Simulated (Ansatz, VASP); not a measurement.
## LaTe in VASP and in Ansatz

```xyz
2
Lattice="0.0000 3.2110 3.2431 3.2110 0.0000 3.2431 3.2110 3.2110 0.0000" Properties=species:S:1:pos:R:3 pbc="T T T"
La    0.0000    0.0000    0.0000
Te    3.2110    3.2110    3.2431
```

Change from the starting cell: zz strain of +1 %.

Alike in both runs: task single point; functional LDA; k mesh 10 × 10 × 10; occupations fermi-dirac, width 0.08 eV; no spin polarisation.

|  | VASP | Ansatz |
| --- | --- | --- |
| version | VASP 6.6.1 | Ansatz 0.2.0 |
| potentials or method | VASP PAW LDA potentials, release 64 (La, Te), cutoff 520 eV | all-electron LAPW, scalar-relativistic |

VASP gave:

| Item | Value |
| --- | --- |
| pressure (GPa) | -2.6 |
| traceless stress, the component that is largest in VASP (GPa) | -0.82 |

Q: Estimate Ansatz's values.

A: Pressure (GPa): -2.7; traceless stress, the component that is largest in VASP (GPa): -0.82.

LDA's correlation is that of Perdew and Zunger in VASP and of Perdew and Wang (1992) in Ansatz. Ansatz ran all-electron here, and VASP with PAW potentials.

Neither program's run includes spin-orbit coupling.
